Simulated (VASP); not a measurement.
Crystal: CdS.

```xyz
2
Lattice="4.2612 0.0000 0.0000 -2.1306 3.6903 0.0000 0.0000 0.0000 5.8042" Properties=species:S:1:pos:R:3 pbc="T T T"
Cd    0.0000    0.0000    2.5695
S     2.1306    1.2301    2.5208
```

Base run:

| Quantity | Value |
| --- | --- |
| Program | VASP 6.6.1 |
| Functional | PBEsol |
| Potentials or basis | VASP PAW PBE potentials, release 64 (Cd_sv_GW, S) |
| Cutoff | 540 eV |
| k mesh | 9 × 9 × 6 |
| Occupations | gaussian, width 0.05 eV |
| Spin | no spin polarisation |

Its results: band gap on the k mesh 1.41 eV, indirect (the least direct gap lies 4.2 meV higher); pressure -2.0 GPa; largest force 0.017 eV/Å.

**Question.** The run is repeated on the same cell with these changes: potentials or basis from VASP PAW PBE potentials, release 64 (Cd_sv_GW, S) to VASP PAW PBE potentials, release 64 (Cd, S); cutoff from 540 eV to 520 eV; further incar settings from ALGO = Normal; EDIFF = 1e-06; NBANDS = 20 to ALGO = Normal; EDIFF = 1e-06; NBANDS = 16; valence electrons from 26 to 18. What comes out?

**Answer.** Band gap on the k mesh 1.42 eV, indirect (the least direct gap lies 4.2 meV higher); pressure -1.3 GPa; largest force 0.014 eV/Å.

Caveats: the PAW data sets were made with another functional, which shifts forces and pressure a little.

A k mesh can miss the band edges.
